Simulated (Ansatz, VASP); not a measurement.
One calculation of AlSi48H25C3, two programs

```
Si H Al C
1.0
     7.68059    7.68059    0.00000
    -7.68059    7.68059    0.00000
     0.00000    0.00000   23.42765
Si H Al C
48 25 1 3
Direct
  0.68769 0.31241 0.40939
  0.81471 0.68257 0.40914
  0.05099 0.94937 0.43039
  0.31804 0.18563 0.40974
  0.96367 0.54073 0.43748
  0.20657 0.79145 0.42873
  0.46023 0.03664 0.43828
  0.54199 0.45864 0.43913
  0.87622 0.38881 0.37717
  0.88608 0.87150 0.37552
  0.12917 0.11444 0.37577
  0.38877 0.37612 0.37791
  0.11498 0.63050 0.37659
  0.36949 0.88503 0.37772
  0.61093 0.12390 0.37715
  0.62421 0.61148 0.37767
  0.00008 0.25047 0.32396
  0.00317 0.74870 0.31175
  0.25142 0.99632 0.31229
  0.49939 0.25015 0.31247
  0.24958 0.50046 0.32498
  0.49907 0.75062 0.32526
  0.74946 0.00024 0.32396
  0.75012 0.50046 0.31238
  0.87353 0.12656 0.26448
  0.87634 0.62441 0.25663
  0.12448 0.87574 0.25566
  0.37554 0.12329 0.25693
  0.12699 0.37372 0.26456
  0.37376 0.62630 0.26503
  0.62601 0.87314 0.26471
  0.62322 0.37675 0.25656
  0.75098 0.24904 0.20258
  0.74857 0.75135 0.20251
  0.99637 0.00372 0.20252
  0.24878 0.25104 0.20255
  0.00353 0.49675 0.20277
  0.25204 0.74800 0.20224
  0.50319 0.99654 0.20282
  0.49606 0.50403 0.20266
  0.87500 0.37500 0.14551
  0.87500 0.87500 0.14551
  0.12500 0.12500 0.14551
  0.37500 0.37500 0.14551
  0.12500 0.62500 0.14551
  0.37500 0.87500 0.14551
  0.62500 0.12500 0.14551
  0.62500 0.62500 0.14551
  0.95163 0.29837 0.10671
  0.79837 0.45163 0.10671
  0.95163 0.79837 0.10671
  0.79837 0.95163 0.10671
  0.20163 0.04837 0.10671
  0.04837 0.20163 0.10671
  0.45163 0.29837 0.10671
  0.29837 0.45163 0.10671
  0.20163 0.54837 0.10671
  0.04837 0.70163 0.10671
  0.45163 0.79837 0.10671
  0.29837 0.95163 0.10671
  0.70163 0.04837 0.10671
  0.54837 0.20163 0.10671
  0.70163 0.54837 0.10671
  0.54837 0.70163 0.10671
  0.19214 0.49876 0.51759
  0.35453 0.50916 0.52335
  0.26212 0.52397 0.58561
  0.35378 0.81575 0.61864
  0.21322 0.88923 0.60071
  0.34910 0.92888 0.56335
  0.96113 0.92200 0.52785
  0.07998 0.03542 0.52836
  0.93113 0.07275 0.50127
  0.26135 0.72455 0.52585
  0.26708 0.54678 0.53996
  0.29908 0.85140 0.58278
  0.00089 0.99983 0.50427
```

Alike in both runs: task single point; functional PBE; dispersion D3(BJ); k mesh 1 × 1 × 1; occupations gaussian, width 0.03 eV; no spin polarisation.

```csv
,VASP,Ansatz
version,VASP 6.6.1,Ansatz 0.2.0
potentials or method,"VASP PAW PBE potentials, release 64 (Si, H, Al, C)","scalar-relativistic, plane waves, PAW"
plane-wave cutoff (eV),520,420
valence electrons in the cell,232,232
```

Ansatz gave:

- gap on the k mesh at the Fermi level (eV): 0.51
- rms of the force components (eV/Å): 0.092

**Question.** What did VASP give for the same quantities?

**Answer.** gap on the k mesh at the Fermi level (eV): 0.51; rms of the force components (eV/Å): 0.094.
